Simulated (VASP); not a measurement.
Input of a VASP 6.6.1 run:

File INCAR:

```
PREC = Accurate
ENCUT = 520
EDIFF = 1E-7
ISMEAR = -1
SIGMA = 0.1
LREAL = False
LASPH = True
NELM = 80
ALGO = Normal
ISIF = 2
LWAVE = False
LCHARG = False
GGA = PS
NBANDS = 16
```

Contents of KPOINTS:

```
regular mesh
0
Gamma
  11 11 11
```

File POSCAR:

```
AlRu
1.0
    2.9916000000      0.0000000000      0.0000000000
    0.0000000000      2.9916000000      0.0000000000
    0.0000000000      0.0000000000      2.9916000000
Al Ru
1 1
Direct
    0.0000000000      0.0000000000      0.0000000000
    0.5000000000      0.5000000000      0.5000000000
```

Potentials or basis: VASP PAW PBE potentials, release 64 (Al, Ru_pv).

The run is started by

```sh
$ cat potpaw_PBE.64/Al/POTCAR potpaw_PBE.64/Ru_pv/POTCAR > POTCAR
$ mpirun -np 1 vasp_std > vasp.out
```

Q: Predict the pressure.

A: -3.0 GPa.

Caveat: the PAW data sets were made with another functional, which shifts forces and pressure a little.
